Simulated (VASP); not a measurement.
Crystal: RbBr.

```
Rb Br
1.0
     0.00000    3.46083    3.46083
     3.46083    0.00000    3.46083
     3.46083    3.46083    0.00000
Rb Br
1 1
Direct
  0.00000 0.00000 0.00000
  0.50000 0.50000 0.50000
```

Base run:

| Property | Result |
| --- | --- |
| Program | VASP 6.6.1 |
| Functional | PBE-based screened hybrid |
| Potentials or basis | VASP PAW PBE potentials, release 64 (Rb_sv, Br) |
| Cutoff | 520 eV |
| k mesh | 4 × 4 × 4 |
| Occupations | gaussian, width 0.01 eV |
| Spin | no spin polarisation |

Its results: band gap on the k mesh 5.00 eV, direct; pressure 0.3 GPa.

Task: After a change of settings the same cell gave: band gap on the k mesh 3.89 eV, direct; pressure -1.5 GPa. Which change was it?
A. functional from PBE-based screened hybrid to LDA; potentials or basis from VASP PAW PBE potentials, release 64 (Rb_sv, Br) to VASP PAW LDA potentials, release 64 (Rb_sv, Br)
B. functional from PBE-based screened hybrid to PBE
C. share of exact exchange from 0.3 to 0.4; screening parameter from 0.5 1/Å to 0.2078 1/Å
D. functional from PBE-based screened hybrid to PBE; occupations from gaussian, width 0.01 eV to fermi-dirac, width 0.001 eV

Result: A.

Caveats: the PAW data sets were made with another functional, which shifts forces and pressure a little (some runs).
